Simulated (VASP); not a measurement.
# AlPd4 (P-3m1) in VASP: notebook, part 2 of 3

VASP 6.6.1.

## Step 3: Single point, PBE

This run uses another cell than the first one, of 15.17 Å³/atom, 1.130 times its volume.

The input, INCAR:

```
SYSTEM = AlPd4
PREC = Accurate ; ENCUT = 520
EDIFF = 1E-6 ; ISMEAR = 0
SIGMA = 0.1 ; LREAL = .False.
LASPH = .True. ; NELM = 60
ALGO = Fast ; ISIF = 2
LWAVE = .False. ; LCHARG = .False.
GGA = PE ; NBANDS = 30
```

The input, KPOINTS:

```
regular mesh
0
Gamma
  6 6 2
  0 0 0
```

The input, POSCAR:

```
AlPd4
1.0
    2.8491287417      0.0000000000      0.0000000000
   -1.4245643708      2.4674178689      0.0000000000
    0.0000000000      0.0000000000     10.7912270921
Al Pd
1 4
Direct
    0.0000000000      0.0000000000      0.0000000000
    0.3333333333      0.6666666667      0.8211960198
    0.3333333333      0.6666666667      0.3937930516
    0.6666666667      0.3333333333      0.1788039802
    0.6666666667      0.3333333333      0.6062069484
```

Potentials or basis: VASP PAW PBE potentials, release 64 (Al, Pd).

On the command line:

```sh
> cat potpaw_PBE.64/Al/POTCAR potpaw_PBE.64/Pd/POTCAR > POTCAR
> mpirun -np 1 vasp_std > vasp.out
```

OUTCAR:

```text
SYSTEM = AlPd4
   PREC = Accurate
   ENCUT = 520
   EDIFF = 1E-6
   ISMEAR = 0
   LREAL = .False.
   LASPH = .True.
   NELM = 60
   ISIF = 2
   GGA = PE

 ion  position               nearest neighbor table
   1  0.000  0.000  0.000-   2 2.54   4 2.54   2 2.54   4 2.54   4 2.54   2 2.54
   2  0.333  0.667  0.821-   1 2.54   1 2.54   1 2.54   5 2.84   5 2.84   5 2.84
   3  0.333  0.667  0.394-   5 2.82   5 2.82   5 2.82   4 2.84   4 2.84   4 2.84
   4  0.667  0.333  0.179-   1 2.54   1 2.54   1 2.54   3 2.84   3 2.84   3 2.84
   5  0.667  0.333  0.606-   3 2.82   3 2.82   3 2.82   2 2.84   2 2.84   2 2.84

  LATTYP: Found a hexagonal cell.
 ALAT       =     2.8491287417
 C/A-ratio  =     3.7875533436

  Lattice vectors:

 A1 = (   2.8491287417,   0.0000000000,   0.0000000000)
 A2 = (  -1.4245643708,   2.4674178689,   0.0000000000)
 A3 = (   0.0000000000,   0.0000000000,  10.7912270921)

Analysis of symmetry for initial positions (statically):
=====================================================================
 Subroutine PRICEL returns:
 Original cell was already a primitive cell.

 Routine SETGRP: Setting up the symmetry group for a
 hexagonal supercell.

 Subroutine GETGRP returns: Found 12 space group operations
 (whereof 12 operations were pure point group operations)
 out of a pool of 24 trial point group operations.

The static configuration has the point symmetry D_3d.

Analysis of symmetry for dynamics (positions and initial velocities):
=====================================================================
 Subroutine PRICEL returns:
 Original cell was already a primitive cell.

 Routine SETGRP: Setting up the symmetry group for a
 hexagonal supercell.

 Subroutine GETGRP returns: Found 12 space group operations
 (whereof 12 operations were pure point group operations)
 out of a pool of 24 trial point group operations.

The dynamic configuration has the point symmetry D_3d.

 Subroutine INISYM returns: Found 12 space group operations
 (whereof 12 operations are pure point group operations),
 and found     1 'primitive' translations

----------------------------------------------------------------------------------------

                                     Primitive cell

  volume of cell :      75.8622

  direct lattice vectors                    reciprocal lattice vectors
     2.849128742  0.000000000  0.000000000     0.350984491  0.202640990  0.000000000
    -1.424564371  2.467417869  0.000000000     0.000000000  0.405281980  0.000000000
     0.000000000  0.000000000 10.791227092     0.000000000  0.000000000  0.092667867

  length of vectors
     2.849128742  2.849128742 10.791227092     0.405281980  0.405281980  0.092667867

  position of ions in fractional coordinates (direct lattice)
     0.000000000  0.000000000  0.000000000
     0.333333333  0.666666667  0.821196020
     0.333333333  0.666666667  0.393793052
     0.666666667  0.333333333  0.178803980
     0.666666667  0.333333333  0.606206948

  ion indices of the primitive-cell ions
[... 35 lines left out ...]
  0.000000  0.000000  0.000000      1.000000
  0.166667 -0.000000  0.000000      6.000000
  0.333333  0.000000  0.000000      6.000000
  0.500000 -0.000000  0.000000      3.000000
  0.166667  0.166667  0.000000      6.000000
  0.333333  0.166667  0.000000     12.000000
  0.333333  0.333333  0.000000      2.000000
  0.000000  0.000000  0.500000      1.000000
  0.166667 -0.000000  0.500000      6.000000
  0.333333  0.000000  0.500000      6.000000
  0.500000 -0.000000  0.500000      3.000000
  0.166667  0.166667  0.500000      6.000000
  0.333333  0.166667  0.500000     12.000000
  0.333333  0.333333  0.500000      2.000000
   k-points           NKPTS =     14   k-points in BZ     NKDIM =     14   number of bands    NBANDS=     30
   number of dos      NEDOS =    301   number of ions     NIONS =      5
   total plane-waves  NPLWV =  46080
   dimension x,y,z NGX =    24 NGY =   24 NGZ =   80
   dimension x,y,z NGXF=    48 NGYF=   48 NGZF=  160
   ions per type =               1   4
   NGX,Y,Z   is equivalent  to a cutoff of  14.00, 14.00, 12.32 a.u.
   NGXF,Y,Z  is equivalent  to a cutoff of  28.01, 28.01, 24.65 a.u.
 SYSTEM =  AlPd4
   PREC   = accura    normal or accurate (medium, high low for compatibility)
   ISTART =      0    job   : 0-new  1-cont  2-samecut
   ICHARG =      2    charge: 1-file 2-atom 10-const
   ISPIN  =      1    spin polarized calculation?
   LNONCOLLINEAR =      F non collinear calculations
   LSORBIT =      F    spin-orbit coupling
   LASPH  =      T    aspherical Exc in radial PAW
   ENCUT  =  520.0 eV  38.22 Ry    6.18 a.u.   5.30  5.30 20.06*2*pi/ulx,y,z
   NELM   =     60;   NELMIN=  2; NELMDL= -5     # of ELM steps
   EDIFF  = 0.1E-05   stopping-criterion for ELM
   LREAL  =      F    real-space projection
   EDIFFG = 0.1E-04   stopping-criterion for IOM
   NSW    =      0    number of steps for IOM
   IBRION =     -1    ionic relax: 0-MD 1-quasi-New 2-CG
   NFREE  =      0    steps in history (QN), initial steepest desc. (CG)
   ISIF   =      2    stress and relaxation
   ISYM   =      2    0-nonsym 1-usesym 2-fastsym
   POTIM  = 0.5000    time-step for ionic-motion
   TEBEG  =    0.0;   TEEND  =   0.0 temperature during run
   PSTRESS=    0.0 pullay stress
   NELECT =      43.0000    total number of electrons
   NUPDOWN=      -1.0000    fix difference up-down
   EMIN   =  10.00;   EMAX   =-10.00  energy-range for DOS
   EFERMI =   0.00;   METHOD = LEGACY
   ISMEAR =     0;   SIGMA  =   0.10  broadening in eV -4-tet -1-fermi 0-gaus
   EFERMI_NEDOS =   21; number of points for ismear=-14 and -15
   IALGO  =     68    algorithm
   IMIX   =      4    mixing-type and parameters
     AMIX     =   0.40;   BMIX     =  1.00
     AMIX_MAG =   1.60;   BMIX_MAG =  1.00
  volume/ion in A,a.u.               =      15.17       102.39
  Fermi-wavevector in a.u.,A,eV,Ry     =   1.354843  2.560283 24.974864  1.835601
  Thomas-Fermi vector in A             =   2.481981
   LORBIT       =      0    0 simple, 1 ext, 2 COOP (PROOUT), +10 PAW based schemes
   GGA     = PE    functional components
   LHFCALC =     F    Hartree Fock is set to
   AEXX    =    0.0000 exact exchange contribution
   IVDW    =     0    specifies the selected vdW correction
   LEPSILON=     F    determine dielectric tensor
   LRPA    =     F    only Hartree local field effects (RPA)
 non-spin polarized calculation
 RMM-DIIS sequential band-by-band and
 Gauss-broadening in eV      SIGMA  =   0.10
  energy-cutoff  :      520.00
  volume of cell :       75.86
 maximum number of plane-waves:      2057
 NGX is ok and might be reduce to    24
   NGX = 11   NGY = 11   NGZ = 41

 number of electron      42.9999992 magnetization

 Free energy of the ion-electron system (eV)
  ---------------------------------------------------
  ext. energy  EPLUGINS =         0.00000000
  ---------------------------------------------------
  free energy    TOTEN  =       -26.42674519 eV

  energy without entropy =      -26.40897118  energy(sigma->0) =      -26.41785818

 E-fermi :   9.2400     XC(G=0): -12.4792

 val. band max:        9.2030216595   @ k =   0.5000  -0.0000   0.0000
 cond. band min:       9.2926268884   @ k =   0.5000  -0.0000   0.0000
 fundamental gap:      0.0896052289
 Fermi energy:         9.2400220029

 k-point     1 :       0.0000    0.0000    0.0000
  band No.  band energies     occupation
      1      -0.5802      2.00000
      2       2.8554      2.00000
      3       3.3927      2.00000
      4       4.2536      2.00000
      5       4.5159      2.00000
      6       6.0031      2.00000
[... 451 lines left out ...]
     29      16.5049      0.00000
     30      17.3864      0.00000

------------------------ aborting loop because EDIFF is reached ----------------------------------------

  FORCE on cell =-STRESS in cart. coord.  units (eV):
  Direction    XX          YY          ZZ          XY          YZ          ZX
  --------------------------------------------------------------------------------------
  -------------------------------------------------------------------------------------
  Total       -0.1009459     -0.1009459     -0.0185052     -0.0000000      0.0000000     -0.0000000
  in kB       -2.1319345     -2.1319345     -0.3908220     -0.0000000      0.0000000     -0.0000000
  external PRESSURE =      -1.5515636 kB  Pullay stress =       0.0000000 kB

 VOLUME and BASIS-vectors are now :
 -----------------------------------------------------------------------------
  energy-cutoff  :      520.00
  volume of cell :       75.86
      direct lattice vectors                 reciprocal lattice vectors
     2.849128742  0.000000000  0.000000000     0.350984491  0.202640990  0.000000000
    -1.424564371  2.467417869  0.000000000     0.000000000  0.405281980  0.000000000
     0.000000000  0.000000000 10.791227092     0.000000000  0.000000000  0.092667867

 POSITION                                       TOTAL-FORCE (eV/Angst)
 -----------------------------------------------------------------------------------
      0.00000      0.00000      0.00000         0.000000      0.000000      0.000000
     -0.00000      1.64495      8.86171        -0.000000     -0.000000     -0.020098
     -0.00000      1.64495      4.24951         0.000000      0.000000      0.001375
      1.42456      0.82247      1.92951        -0.000000      0.000000      0.020098
      1.42456      0.82247      6.54172        -0.000000     -0.000000     -0.001375
 -----------------------------------------------------------------------------------
    total drift:                                0.000000      0.000000      0.000000

  FREE ENERGIE OF THE ION-ELECTRON SYSTEM (eV)
  ---------------------------------------------------
  free  energy   TOTEN  =       -26.4267451891 eV

  energy  without entropy=      -26.4089711773  energy(sigma->0) =      -26.41785818
```

OSZICAR:

```text
N       E                     dE             d eps       ncg     rms          rms(c)
DAV:   1     0.259803448569E+03    0.25980E+03   -0.21010E+04   840   0.135E+03
DAV:   2    -0.202156179010E+02   -0.28002E+03   -0.26450E+03   888   0.307E+02
DAV:   3    -0.277956857961E+02   -0.75801E+01   -0.74512E+01   978   0.531E+01
DAV:   4    -0.278727519371E+02   -0.77066E-01   -0.77006E-01   948   0.527E+00
DAV:   5    -0.278740027099E+02   -0.12508E-02   -0.12507E-02   992   0.739E-01    0.137E+01
RMM:   6    -0.268700192776E+02    0.10040E+01   -0.52338E+00   866   0.139E+01    0.681E+00
RMM:   7    -0.268992564530E+02   -0.29237E-01   -0.68686E-01   856   0.461E+00    0.686E+00
RMM:   8    -0.265560311015E+02    0.34323E+00   -0.52829E-01   868   0.419E+00    0.398E+00
RMM:   9    -0.264344366606E+02    0.12159E+00   -0.10699E-01   856   0.204E+00    0.836E-01
RMM:  10    -0.264271696161E+02    0.72670E-02   -0.71091E-03   885   0.450E-01    0.206E-01
RMM:  11    -0.264269617017E+02    0.20791E-03   -0.16246E-03   899   0.236E-01    0.179E-01
RMM:  12    -0.264267508533E+02    0.21085E-03   -0.53546E-04   905   0.136E-01    0.415E-02
RMM:  13    -0.264267421253E+02    0.87281E-05   -0.12238E-04   934   0.615E-02    0.225E-02
RMM:  14    -0.264267451396E+02   -0.30143E-05   -0.34172E-05   923   0.315E-02    0.100E-02
RMM:  15    -0.264267455969E+02   -0.45732E-06   -0.11651E-05   859   0.156E-02    0.764E-03
RMM:  16    -0.264267451891E+02    0.40779E-06   -0.15809E-06   550   0.615E-03
   1 F= -.26426745E+02 E0= -.26417858E+02  d E =-.177740E-01
```

stdout:

```text
POSCAR found type information on POSCAR AlPd
 POSCAR found :  2 types and       5 ions
 scaLAPACK will be used
 LDA part: xc-table for (Slater+PW92), standard interpolation
 POSCAR, INCAR and KPOINTS ok, starting setup
 FFT: planning ... GRIDC
 FFT: planning ... GRID_SOFT
 FFT: planning ... GRID
 WAVECAR not read
 entering main loop
```

It took 79 s on 1 thread of AMD EPYC, shared host; peak memory 0.18 GiB.

What came out:

```
Free energy   : -26.4267 eV
Pressure      : -0.2 GPa
Largest force : 0.020 eV/Å
```

Forces on the atoms (eV/Å):
```
Al   0.000  0.000  0.000
Pd   0.000  0.000 -0.020
Pd   0.000  0.000  0.001
Pd   0.000  0.000  0.020
Pd   0.000  0.000 -0.001
```

Caveat: the k points lie up to 0.42 Å⁻¹ apart.

## Step 4: Relaxation of cell and atoms, PBE

The input, INCAR:

```
SYSTEM = AlPd4
PREC     = Accurate       ! precision mode
ENCUT    = 600            ! plane-wave cutoff, eV
EDIFF    = 1E-6           ! SCF threshold, eV
ISMEAR   = 0              ! smearing method
SIGMA    = 0.1            ! smearing width, eV
LREAL    = .False.        ! projectors in reciprocal space
LASPH    = .True.         ! aspherical terms in the spheres
NELM     = 100            ! most SCF steps
ALGO     = Normal         ! electronic algorithm
ISIF     = 3              ! what is computed and relaxed
LWAVE    = .False.        ! write WAVECAR
LCHARG   = .False.        ! write CHGCAR
GGA      = PE             ! functional
IBRION   = 2              ! ionic algorithm
NSW      = 90             ! ionic steps
EDIFFG   = -0.04          ! ionic threshold
```

KPOINTS is that of step 3.

The input, POSCAR:

```
AlPd4
1.0
    2.8891903600      0.0000000000      0.0000000000
   -1.4445951800      2.5021122500      0.0000000000
    0.0000000000      0.0000000000      9.2901378300
Al Pd
1 4
Direct
    0.0000000000      0.0000000000      0.0000000000
    0.3333333300      0.6666666700      0.8658552800
    0.3333333300      0.6666666700      0.3767953500
    0.6666666700      0.3333333300      0.1341447200
    0.6666666700      0.3333333300      0.6232046500
```

Potentials or basis: VASP PAW PBE potentials, release 64 (Al, Pd).

On the command line:

```sh
> cat potpaw_PBE.64/Al/POTCAR potpaw_PBE.64/Pd/POTCAR > POTCAR
> mpirun -np 1 vasp_std > vasp.out
```

OUTCAR:

```text
SYSTEM = AlPd4
   PREC = Accurate
   ENCUT = 600
   EDIFF = 1E-6
   ISMEAR = 0
   LREAL = .False.
   LASPH = .True.
   NELM = 100
   ISIF = 3
   GGA = PE
   IBRION = 2
   NSW = 90
   EDIFFG = -0.04

 ion  position               nearest neighbor table
   1  0.000  0.000  0.000-   2 2.08   4 2.08   4 2.08   2 2.08   4 2.08   2 2.08
   2  0.333  0.667  0.866-   1 2.08   1 2.08   1 2.08   5 2.80   5 2.80   5 2.80   4 3.00   4 3.00
                             4 3.00
   3  0.333  0.667  0.377-   4 2.80   4 2.80   4 2.80   5 2.83   5 2.83   5 2.83
   4  0.667  0.333  0.134-   1 2.08   1 2.08   1 2.08   3 2.80   3 2.80   3 2.80   2 3.00   2 3.00
                             2 3.00
   5  0.667  0.333  0.623-   2 2.80   2 2.80   2 2.80   3 2.83   3 2.83   3 2.83

  LATTYP: Found a hexagonal cell.
 ALAT       =     2.8891903600
 C/A-ratio  =     3.2154813884

  Lattice vectors:

 A1 = (   2.8891903600,   0.0000000000,   0.0000000000)
 A2 = (  -1.4445951800,   2.5021122500,   0.0000000000)
 A3 = (   0.0000000000,   0.0000000000,   9.2901378300)

Analysis of symmetry for initial positions (statically):
=====================================================================
 Subroutine PRICEL returns:
 Original cell was already a primitive cell.

[... 158 lines left out ...]
 number of electron      43.0000001 magnetization

 Free energy of the ion-electron system (eV)
  ---------------------------------------------------
  ext. energy  EPLUGINS =         0.00000000
  ---------------------------------------------------
  free energy    TOTEN  =       -21.05240228 eV

  energy without entropy =      -21.03552696  energy(sigma->0) =      -21.04396462

------------------------ aborting loop because EDIFF is reached ----------------------------------------

  FORCE on cell =-STRESS in cart. coord.  units (eV):
  Direction    XX          YY          ZZ          XY          YZ          ZX
  --------------------------------------------------------------------------------------
  -------------------------------------------------------------------------------------
  Total       22.4263448     22.4263448     25.6039589     -0.0000000      0.0000000      0.0000000
  in kB      535.0125555    535.0125563    610.8190889     -0.0000000      0.0000000      0.0000000
  external PRESSURE =     560.2814002 kB  Pullay stress =       0.0000000 kB
[... 899 lines left out ...]
     24      15.3401      0.00000
     25      15.8652      0.00000

[... ionic steps 4 to 12 ...]

--------------------------------------- Ionic step       13  -------------------------------------------

 number of electron      42.9999994 magnetization

------------------------ aborting loop because EDIFF is reached ----------------------------------------
[... 73 lines left out ...]
--------------------------------------- Ionic step       15  -------------------------------------------

 number of electron      42.9999993 magnetization

 Free energy of the ion-electron system (eV)
  ---------------------------------------------------
  ext. energy  EPLUGINS =         0.00000000
  ---------------------------------------------------
  free energy    TOTEN  =       -26.42114113 eV

  energy without entropy =      -26.40321922  energy(sigma->0) =      -26.41218017

 E-fermi :   9.2601     XC(G=0): -12.4870

 val. band max:        9.2218933216   @ k =   0.5000  -0.0000   0.0000
 cond. band min:       9.3156251688   @ k =   0.5000  -0.0000   0.0000
 fundamental gap:      0.0937318472
 Fermi energy:         9.2601146065
[... 422 lines left out ...]
  FREE ENERGIE OF THE ION-ELECTRON SYSTEM (eV)
  ---------------------------------------------------
  free  energy   TOTEN  =       -26.4211411300 eV

  energy  without entropy=      -26.4032192194  energy(sigma->0) =      -26.41218017

 reached required accuracy - stopping structural energy minimisation
```

CONTCAR:

```text
AlPd4
   1.00000000000000
     2.8448723168547478   -0.0000000000000000    0.0000000000000000
    -1.4224361584273739    2.4637316986140783   -0.0000000000000000
    -0.0000000000000000    0.0000000000000000   10.8105093868195041
  Al              Pd
     1     4
Direct
     0.0000000000000000    0.0000000000000000    0.0000000000000000
     0.3333333300000021    0.6666666699999979    0.8207935011139844
     0.3333333300000021    0.6666666699999979    0.3941131870106272
     0.6666666699999979    0.3333333300000021    0.1792064988860156
     0.6666666699999979    0.3333333300000021    0.6058868129893730

  0.00000000E+00  0.00000000E+00  0.00000000E+00
  0.00000000E+00  0.00000000E+00  0.00000000E+00
  0.00000000E+00  0.00000000E+00  0.00000000E+00
  0.00000000E+00  0.00000000E+00  0.00000000E+00
  0.00000000E+00  0.00000000E+00  0.00000000E+00
```

It took 12 min on 1 thread of AMD EPYC, shared host; peak memory 0.19 GiB.

What came out:

* Free energy: -26.4211 eV
* Relaxed volume: 15.15 Å³/atom
* Relaxed cell: a = 2.845 Å, b = 2.845 Å, c = 10.811 Å, α = 90.00°, β = 90.00°, γ = 120.00°
* Space group after relaxing (to 0.05 Å): P-3m1 (No. 164)
* Energy gained by relaxing: 1073.7 meV/atom
* Ionic steps: 15
* Pressure after relaxing: -0.1 GPa
* Largest force after relaxing: 0.030 eV/Å

Forces in eV/Å, atoms in the order of the input:
```
Al   0.000  0.000  0.000
Pd   0.000  0.000  0.018
Pd   0.000  0.000 -0.030
Pd   0.000  0.000 -0.018
Pd   0.000  0.000  0.030
```

Stress tensor (GPa, compression positive):
```
 0.05  0.00  0.00
 0.00  0.05  0.00
 0.00  0.00 -0.38
```

The path:
```
step  energy change (eV)  largest force (eV/Å)  pressure (GPa)  volume (Å³)
   1              0.0000                8.8583           56.03        67.16
   2             -0.3019                0.7391          -19.18       123.92
   3             -4.0836                1.1616           -8.51        88.51
   4             -4.1291                1.4275           -6.34        86.64
   5             -4.1392                1.6749           -4.22        85.06
   6             -4.6679                1.2449           -3.03        81.46
   7             -5.0191                1.3700           12.68        70.73
   8             -5.2200                1.0606            1.99        75.65
   9             -5.2411                1.1095            3.83        74.52
  10             -5.2992                0.4275           -3.07        76.99
  11             -5.3445                0.4013           -0.82        76.00
  12             -5.3664                0.0502            0.99        75.21
  13             -5.3665                0.0550            0.97        75.22
  14             -5.3675                0.0686           -0.82        76.18
  15             -5.3687                0.0302           -0.09        75.77
```

Final structure:
```
Al Pd
1.0
     2.84487    0.00000    0.00000
    -1.42244    2.46373    0.00000
     0.00000    0.00000   10.81051
Al Pd
1 4
Direct
  0.00000 0.00000 0.00000
  0.33333 0.66667 0.82079
  0.33333 0.66667 0.39411
  0.66667 0.33333 0.17921
  0.66667 0.33333 0.60589
```

Levels at points of the mesh, in eV from the Fermi level:
```
           k point  band 19  band 20  band 21  band 22  band 23  band 24  band 25
(0.00, 0.00, 0.00)    -1.67    -1.26    -0.87    -0.87    -0.60    -0.32    -0.32
(0.50, 0.00, 0.00)    -0.04     0.06     0.16     0.52     1.49     2.07     3.69
(0.00, 0.00, 0.50)    -1.72    -1.72    -0.86    -0.86    -0.32    -0.32     0.54
(0.50, 0.00, 0.50)    -0.08     0.06     0.06     0.16     1.86     2.39     2.85
```

Caveat: the k points lie up to 0.43 Å⁻¹ apart in the final cell; the bands computed are all filled at some k points, so no gap is given.

(Part 2 of 3 ends here.)
